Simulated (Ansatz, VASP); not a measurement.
**Two plane-wave programs on AlN**

File INCAR:

```
SYSTEM = AlN
PREC = Accurate ; ENCUT = 600
EDIFF = 1E-6 ; ISMEAR = 0
SIGMA = 0.02 ; LREAL = .False.
LASPH = .True. ; NELM = 120
ALGO = Normal ; ISIF = 2
LWAVE = .False. ; LCHARG = .True.
GGA = PS ; LELF = .True.
LVHAR = .True. ; NBANDS = 16
GGA_COMPAT = .False.
```

File KPOINTS:

```
Automatic mesh
0
Gamma
  6 6 4
  0 0 0
```

POSCAR

```
AlN
1.0
    3.3121160000      0.0000000000      0.0000000000
   -1.6560580000      2.8683760000      0.0000000000
    0.0000000000      0.0000000000      4.1875630000
Al N
2 2
Direct
    0.3333333333      0.6666666667      0.7500000000
    0.6666666667      0.3333333333      0.2500000000
    0.3333333333      0.6666666667      0.2500000000
    0.6666666667      0.3333333333      0.7500000000
```

Input for Ansatz:

```yaml
crystal:
  lattice:
    - [3.312116, 0.0, 0.0]
    - [-1.656058, 2.868376, 0.0]
    - [0.0, 0.0, 4.187563]
  atoms:
    - { symbol: Al, position: [0.3333333333333333, 0.6666666666666666, 0.75] }
    - { symbol: Al, position: [0.6666666666666666, 0.3333333333333333, 0.25] }
    - { symbol: "N", position: [0.3333333333333333, 0.6666666666666666, 0.25] }
    - { symbol: "N", position: [0.6666666666666666, 0.3333333333333333, 0.75] }
basis:
  ecutwfc: 510.0
kpoints:
  mp_grid:
    grid: [6, 6, 4]
hamiltonian:
  xc: pbesol
scf:
  convergence:
    dr2_threshold: 1.0e-10
  occupations:
    method: gaussian
    width: 0.02
output:
  eigenvalues: true
```

Alike in both runs: task single point; functional PBEsol; k mesh 6 × 6 × 4; occupations gaussian, width 0.02 eV; no spin polarisation.

```csv
,VASP,Ansatz
version,VASP 6.6.1,Ansatz 0.2.0
potentials or method,"VASP PAW PBE potentials, release 64 (Al, N), cutoff 600 eV","plane waves, PAW"
valence electrons in the cell,16,16
```

```csv
,VASP,Ansatz,Ansatz less VASP
gap on the k mesh at the Fermi level (eV),3.19,3.17,-0.013
```

VASP's potentials were made for PBE, not for PBEsol.
